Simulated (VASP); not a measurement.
# PdPt2Se6 (P-31m) in VASP: further runs

PdPt2Se6 is run at these levels: PBE; tasks: single point.

All numbers are computed with VASP 6.6.1; they aren't measurements. Logs are shortened: lines on timing, memory, paths and dates and some standing lists are left out, and cuts for length are marked.

## 1. The cell of the first run

The structure is trigonal, space group P-31m (No. 162). The conventional cell has a = 6.568 Å, b = 6.568 Å, c = 5.177 Å, α = 90.00°, β = 90.00°, γ = 120.00°. Within 3.4 Å of Pd (site symmetry -3m) lie 6 Se at 2.55 Å. Within 3.3 Å of Pt (site symmetry 32) lie 6 Se at 2.54 Å. Se (site symmetry m) has 2 Pt at 2.54 Å and 1 Pd at 2.55 Å and 6 Se at 3.37 to 3.41 Å within 3.5 Å.

## 2. Single point, PBE

INCAR

```
SYSTEM = PdPt2Se6
ALGO = Normal
EDIFF = 1E-7
ENCUT = 520
GGA = PE
ISIF = 2
ISMEAR = 0
LASPH = .TRUE.
LCHARG = .FALSE.
LREAL = .FALSE.
LWAVE = .FALSE.
NBANDS = 43
NELM = 80
PREC = Accurate
SIGMA = 0.2
```

KPOINTS

```
k-points
0
G
  4 6 6
  0 0 0
```

POSCAR

```
PdPt2Se6
1.0
    0.0000000000      0.0000000000      5.1773769000
    6.5682889807      0.0000000000      0.0000000000
   -3.2841444904      5.6883051167      0.0000000000
Pd Pt Se
1 2 6
Direct
    0.0000000000      0.0000000000      0.0000000000
    0.0000000000      0.3333333333      0.6666666667
    0.0000000000      0.6666666667      0.3333333333
    0.2492540000      0.3356200000      0.0000000000
    0.2492540000      1.0000000000      0.3356200000
    0.2492540000      0.6643800000      0.6643800000
    0.7507460000      0.6643800000      0.0000000000
    0.7507460000      0.3356200000      0.3356200000
    0.7507460000      1.0000000000      0.6643800000
```

Potentials or basis: VASP PAW PBE potentials, release 64 (Pd, Pt, Se).

Started as:

```sh
cat potpaw_PBE.64/Pd/POTCAR potpaw_PBE.64/Pt/POTCAR potpaw_PBE.64/Se/POTCAR > POTCAR
mpirun -np 1 vasp_std > vasp.out
```

OUTCAR:

```text
SYSTEM = PdPt2Se6
   EDIFF = 1E-7
   ENCUT = 520
   GGA = PE
   ISIF = 2
   ISMEAR = 0
   LASPH = .TRUE.
   LREAL = .FALSE.
   NELM = 80
   PREC = Accurate

 ion  position               nearest neighbor table
   1  0.000  0.000  0.000-   6 2.55   8 2.55   7 2.55   4 2.55   5 2.55   9 2.55
   2  0.000  0.333  0.667-   9 2.54   4 2.54   5 2.54   7 2.54   6 2.54   8 2.54
   3  0.000  0.667  0.333-   5 2.54   7 2.54   9 2.54   4 2.54   8 2.54   6 2.54
   4  0.249  0.336  0.000-   2 2.54   3 2.54   1 2.55
   5  0.249  0.000  0.336-   3 2.54   2 2.54   1 2.55
   6  0.249  0.664  0.664-   2 2.54   3 2.54   1 2.55
   7  0.751  0.664  0.000-   3 2.54   2 2.54   1 2.55
   8  0.751  0.336  0.336-   3 2.54   2 2.54   1 2.55
   9  0.751  0.000  0.664-   2 2.54   3 2.54   1 2.55

  LATTYP: Found a hexagonal cell.
 ALAT       =     6.5682889807
 C/A-ratio  =     0.7882382939

  Lattice vectors:

 A1 = (   6.5682889807,   0.0000000000,   0.0000000000)
 A2 = (  -3.2841444904,   5.6883051167,   0.0000000000)
 A3 = (   0.0000000000,   0.0000000000,   5.1773769000)

Analysis of symmetry for initial positions (statically):
=====================================================================
 Subroutine PRICEL returns:
 Original cell was already a primitive cell.

 Routine SETGRP: Setting up the symmetry group for a
 hexagonal supercell.

 Subroutine GETGRP returns: Found 12 space group operations
 (whereof 12 operations were pure point group operations)
 out of a pool of 24 trial point group operations.

The static configuration has the point symmetry D_3d.

Analysis of symmetry for dynamics (positions and initial velocities):
=====================================================================
 Subroutine PRICEL returns:
 Original cell was already a primitive cell.

 Routine SETGRP: Setting up the symmetry group for a
 hexagonal supercell.

 Subroutine GETGRP returns: Found 12 space group operations
 (whereof 12 operations were pure point group operations)
 out of a pool of 24 trial point group operations.

The dynamic configuration has the point symmetry D_3d.

 Subroutine INISYM returns: Found 12 space group operations
 (whereof 12 operations are pure point group operations),
 and found     1 'primitive' translations

----------------------------------------------------------------------------------------

                                     Primitive cell

  volume of cell :     193.4394

  direct lattice vectors                    reciprocal lattice vectors
     0.000000000  0.000000000  5.177376900     0.000000000  0.000000000  0.193148001
     6.568288981  0.000000000  0.000000000     0.152246651  0.087899645  0.000000000
    -3.284144490  5.688305117  0.000000000     0.000000000  0.175799290  0.000000000

  length of vectors
     5.177376900  6.568288981  6.568288981     0.193148001  0.175799290  0.175799290

  position of ions in fractional coordinates (direct lattice)
     0.000000000  0.000000000  0.000000000
     0.000000000  0.333333333  0.666666667
     0.000000000  0.666666667  0.333333333
     0.249254000  0.335620000  0.000000000
     0.249254000  0.000000000  0.335620000
     0.249254000  0.664380000  0.664380000
     0.750746000  0.664380000  0.000000000
     0.750746000  0.335620000  0.335620000
     0.750746000  0.000000000  0.664380000

  ion indices of the primitive-cell ions
   primitive index   ion index
                 1           1
                 2           2
                 3           3
                 4           4
                 5           5
                 6           6
                 7           7
                 8           8
                 9           9

----------------------------------------------------------------------------------------

 KPOINTS: k-points

Automatic generation of k-mesh.
 Grid dimensions read from file:
 generate k-points for:    4    6    6

 Generating k-lattice:

  Cartesian coordinates                     Fractional coordinates (reciprocal lattice)
     0.000000000  0.000000000  0.048287000     0.250000000  0.000000000  0.000000000
     0.025374442  0.014649941  0.000000000     0.000000000  0.166666667  0.000000000
     0.000000000  0.029299882  0.000000000     0.000000000  0.000000000  0.166666667

  Length of vectors
     0.048287000  0.029299882  0.029299882

  Shift w.r.t. Gamma in fractional coordinates (k-lattice)
     0.000000000  0.000000000  0.000000000

 Subroutine IBZKPT returns following result:
 ===========================================

 Found     24 irreducible k-points:

 Following reciprocal coordinates:
            Coordinates               Weight
  0.000000  0.000000  0.000000      1.000000
  0.250000  0.000000  0.000000      2.000000
  0.500000  0.000000  0.000000      1.000000
  0.000000  0.166667  0.000000      6.000000
  0.250000  0.166667  0.000000     12.000000
  0.500000  0.166667  0.000000      6.000000
[... 16 lines left out ...]
  0.250000 -0.333333 -0.333333      2.000000
  0.500000  0.333333  0.333333      2.000000
   k-points           NKPTS =     24   k-points in BZ     NKDIM =     24   number of bands    NBANDS=     43
   number of dos      NEDOS =    301   number of ions     NIONS =      9
   total plane-waves  NPLWV = 100000
   dimension x,y,z NGX =    40 NGY =   50 NGZ =   50
   dimension x,y,z NGXF=    80 NGYF=  100 NGZF=  100
   ions per type =               1   2   6
   NGX,Y,Z   is equivalent  to a cutoff of  12.84, 12.66, 12.66 a.u.
   NGXF,Y,Z  is equivalent  to a cutoff of  25.69, 25.31, 25.31 a.u.
 SYSTEM =  PdPt2Se6
   PREC   = accura    normal or accurate (medium, high low for compatibility)
   ISTART =      0    job   : 0-new  1-cont  2-samecut
   ICHARG =      2    charge: 1-file 2-atom 10-const
   ISPIN  =      1    spin polarized calculation?
   LNONCOLLINEAR =      F non collinear calculations
   LSORBIT =      F    spin-orbit coupling
   LASPH  =      T    aspherical Exc in radial PAW
   ENCUT  =  520.0 eV  38.22 Ry    6.18 a.u.   9.63 12.21 12.21*2*pi/ulx,y,z
   NELM   =     80;   NELMIN=  2; NELMDL= -5     # of ELM steps
   EDIFF  = 0.1E-06   stopping-criterion for ELM
   LREAL  =      F    real-space projection
   EDIFFG = 0.1E-05   stopping-criterion for IOM
   NSW    =      0    number of steps for IOM
   IBRION =     -1    ionic relax: 0-MD 1-quasi-New 2-CG
   NFREE  =      0    steps in history (QN), initial steepest desc. (CG)
   ISIF   =      2    stress and relaxation
   ISYM   =      2    0-nonsym 1-usesym 2-fastsym
   POTIM  = 0.5000    time-step for ionic-motion
   TEBEG  =    0.0;   TEEND  =   0.0 temperature during run
   PSTRESS=    0.0 pullay stress
   NELECT =      66.0000    total number of electrons
   NUPDOWN=      -1.0000    fix difference up-down
   EMIN   =  10.00;   EMAX   =-10.00  energy-range for DOS
   EFERMI =   0.00;   METHOD = LEGACY
   ISMEAR =     0;   SIGMA  =   0.20  broadening in eV -4-tet -1-fermi 0-gaus
   EFERMI_NEDOS =   21; number of points for ismear=-14 and -15
   IALGO  =     38    algorithm
   IMIX   =      4    mixing-type and parameters
     AMIX     =   0.40;   BMIX     =  1.00
     AMIX_MAG =   1.60;   BMIX_MAG =  1.00
  volume/ion in A,a.u.               =      21.49       145.04
  Fermi-wavevector in a.u.,A,eV,Ry     =   1.143952  2.161756 17.804943  1.308626
  Thomas-Fermi vector in A             =   2.280646
   LORBIT       =      0    0 simple, 1 ext, 2 COOP (PROOUT), +10 PAW based schemes
   GGA     = PE    functional components
   LHFCALC =     F    Hartree Fock is set to
   AEXX    =    0.0000 exact exchange contribution
   IVDW    =     0    specifies the selected vdW correction
   LEPSILON=     F    determine dielectric tensor
   LRPA    =     F    only Hartree local field effects (RPA)
 non-spin polarized calculation
 Gauss-broadening in eV      SIGMA  =   0.20
  energy-cutoff  :      520.00
  volume of cell :      193.44
 maximum number of plane-waves:      5232
 NGX is ok and might be reduce to    40
   NGX = 19   NGY = 25   NGZ = 25

 number of electron      66.0000001 magnetization

 Free energy of the ion-electron system (eV)
  ---------------------------------------------------
  ext. energy  EPLUGINS =         0.00000000
  ---------------------------------------------------
  free energy    TOTEN  =       -41.60889668 eV

  energy without entropy =      -41.55095938  energy(sigma->0) =      -41.57992803

 E-fermi :   5.4554     XC(G=0): -10.3115

 val. band max:        5.4180576028   @ k =   0.0000   0.1667   0.0000
 cond. band min:       5.4627880425   @ k =   0.2500  -0.3333  -0.3333
 fundamental gap:      0.0447304397
 Fermi energy:         5.4554305125

 k-point     1 :       0.0000    0.0000    0.0000
  band No.  band energies     occupation
      1      -9.4582      2.00000
      2      -7.7145      2.00000
      3      -7.7145      2.00000
      4      -7.7140      2.00000
      5      -7.7140      2.00000
      6      -7.0492      2.00000
[... 35 lines left out ...]
     42       9.6465      0.00000
     43      10.5392      0.00000

 k-point     2 :       0.2500    0.0000    0.0000
  band No.  band energies     occupation
      1      -9.2526      2.00000
      2      -7.7176      2.00000
      3      -7.7176      2.00000
      4      -7.6867      2.00000
      5      -7.6867      2.00000
      6      -7.4715      2.00000
[... 35 lines left out ...]
     42      10.6768      0.00000
     43      11.5716      0.00000

 k-point     3 :       0.5000    0.0000    0.0000
  band No.  band energies     occupation
      1      -8.9169      2.00000
      2      -7.9979      2.00000
      3      -7.7120      2.00000
      4      -7.7120      2.00000
      5      -7.6679      2.00000
      6      -7.6679      2.00000
[... 919 lines left out ...]
      6      -7.4610      2.00000
[... 35 lines left out ...]
     42      10.4523      0.00000
     43      11.1374      0.00000

 k-point    24 :       0.5000    0.3333    0.3333
  band No.  band energies     occupation
      1      -8.1822      2.00000
      2      -8.1822      2.00000
      3      -8.0310      2.00000
      4      -7.8187      2.00000
      5      -7.8079      2.00000
      6      -7.8079      2.00000
[... 35 lines left out ...]
     42      10.6339      0.00000
     43      11.1665      0.00000

------------------------ aborting loop because EDIFF is reached ----------------------------------------

  FORCE on cell =-STRESS in cart. coord.  units (eV):
  Direction    XX          YY          ZZ          XY          YZ          ZX
  --------------------------------------------------------------------------------------
  -------------------------------------------------------------------------------------
  Total        0.0027783      0.0027783     -0.0327021     -0.0000000      0.0000000      0.0000000
  in kB        0.0230115      0.0230115     -0.2708577     -0.0000000      0.0000000      0.0000000
  external PRESSURE =      -0.0749449 kB  Pullay stress =       0.0000000 kB

 VOLUME and BASIS-vectors are now :
 -----------------------------------------------------------------------------
  energy-cutoff  :      520.00
  volume of cell :      193.44
      direct lattice vectors                 reciprocal lattice vectors
     0.000000000  0.000000000  5.177376900     0.000000000  0.000000000  0.193148001
     6.568288981  0.000000000  0.000000000     0.152246651  0.087899645  0.000000000
    -3.284144490  5.688305117  0.000000000     0.000000000  0.175799290  0.000000000

 POSITION                                       TOTAL-FORCE (eV/Angst)
 -----------------------------------------------------------------------------------
      0.00000      0.00000      0.00000        -0.000000      0.000000     -0.000000
     -0.00000      3.79220      0.00000        -0.000000      0.000000     -0.000000
      3.28414      1.89610      0.00000        -0.000000     -0.000000     -0.000000
      2.20445      0.00000      1.29048         0.000978      0.000000      0.008038
     -1.10222      1.90911      1.29048        -0.000489      0.000847      0.008038
      2.18192      3.77920      1.29048        -0.000489     -0.000847      0.008038
      4.36384      0.00000      3.88689        -0.000978     -0.000000     -0.008038
      1.10222      1.90911      3.88689         0.000489      0.000847     -0.008038
     -2.18192      3.77920      3.88689         0.000489     -0.000847     -0.008038
 -----------------------------------------------------------------------------------
    total drift:                               -0.000000      0.000000     -0.000000

  FREE ENERGIE OF THE ION-ELECTRON SYSTEM (eV)
  ---------------------------------------------------
  free  energy   TOTEN  =       -41.6088966759 eV

  energy  without entropy=      -41.5509593841  energy(sigma->0) =      -41.57992803
```

Run time: 94 s. Hardware: 1 thread of Intel Xeon 6975P-C (Granite Rapids), shared host; peak memory 0.42 GiB.

Results:

* Free energy: -41.6089 eV
* Pressure: 0.0 GPa
* Largest force: 0.008 eV/Å
* Band gap on the k mesh: zero (bands 33 and 34 overlap by 0.28 eV)

Forces in eV/Å, atoms in the order of the input:
```
Pd   0.000  0.000  0.000
Pt   0.000  0.000  0.000
Pt   0.000  0.000  0.000
Se   0.001  0.000  0.008
Se   0.000  0.001  0.008
Se   0.000 -0.001  0.008
Se  -0.001  0.000 -0.008
Se   0.000  0.001 -0.008
Se   0.000 -0.001 -0.008
```

Caveat: spin-orbit coupling is left out, which moves the levels of the heavy elements.

## 3. Single point, PBE

INCAR

```
PREC = Accurate
ENCUT = 520
EDIFF = 1E-6
ISMEAR = 0
SIGMA = 0.1
LREAL = F
LASPH = T
NELM = 60
ALGO = Normal
ISIF = 2
LWAVE = F
LCHARG = T
GGA = PE
LELF = T
LVHAR = T
NBANDS = 43
```

KPOINTS

```
Automatic mesh
0
Gamma
  6 6 8
```

POSCAR

```
PdPt2Se6
1.0
    6.5682889807      0.0000000000      0.0000000000
   -3.2841444904      5.6883051167      0.0000000000
    0.0000000000      0.0000000000      5.1773769000
Pd Pt Se
1 2 6
Direct
    0.0000000000      0.0000000000      0.0000000000
    0.3333333333      0.6666666667      0.0000000000
    0.6666666667      0.3333333333      0.0000000000
    0.3356200000      0.0000000000      0.2492540000
    0.0000000000      0.3356200000      0.2492540000
    0.6643800000      0.6643800000      0.2492540000
    0.6643800000      0.0000000000      0.7507460000
    0.3356200000      0.3356200000      0.7507460000
    0.0000000000      0.6643800000      0.7507460000
```

Potentials or basis: VASP PAW PBE potentials, release 64 (Pd, Pt, Se).

Started as:

```sh
cat potpaw_PBE.64/Pd/POTCAR potpaw_PBE.64/Pt/POTCAR potpaw_PBE.64/Se/POTCAR > POTCAR
mpirun -np 1 vasp_std > vasp.out
```

Wall time 3.3 min (1 thread of Intel Xeon 6975P-C (Granite Rapids), shared host); peak memory 0.51 GiB.

The run converged. Its results:

- Free energy: -41.5953 eV
- Pressure: 0.0 GPa
- Largest force: 0.005 eV/Å
- Band gap on the k mesh: zero (bands 33 and 34 overlap by 0.31 eV)

Forces on the atoms (eV/Å):
```
Pd   0.000  0.000  0.000
Pt   0.000  0.000  0.000
Pt   0.000  0.000  0.000
Se   0.002  0.000  0.005
Se  -0.001  0.002  0.005
Se  -0.001 -0.002  0.005
Se  -0.002  0.000 -0.005
Se   0.001  0.002 -0.005
Se   0.001 -0.002 -0.005
```

Levels at points of the mesh, in eV from the Fermi level:
```csv
k point,band 30,band 31,band 32,band 33,band 34,band 35,band 36,band 37
"(0.00, 0.00, 0.00)",-1.50,-0.76,-0.76,-0.19,-0.19,0.20,0.20,0.56
"(0.50, 0.00, 0.00)",-2.09,-1.92,-0.40,-0.21,0.34,0.79,0.88,1.24
"(0.00, 0.00, 0.50)",-2.18,-1.45,-1.17,-1.17,1.55,1.55,2.05,2.05
"(0.50, 0.00, 0.50)",-1.35,-1.25,-1.15,-1.06,0.03,0.42,1.03,1.10
```

Caveat: spin-orbit coupling is left out, which moves the levels of the heavy elements.

(Part 1 of 2 ends here.)

The gap in the log of VASP goes by the Fermi energy; the results here count the filled bands.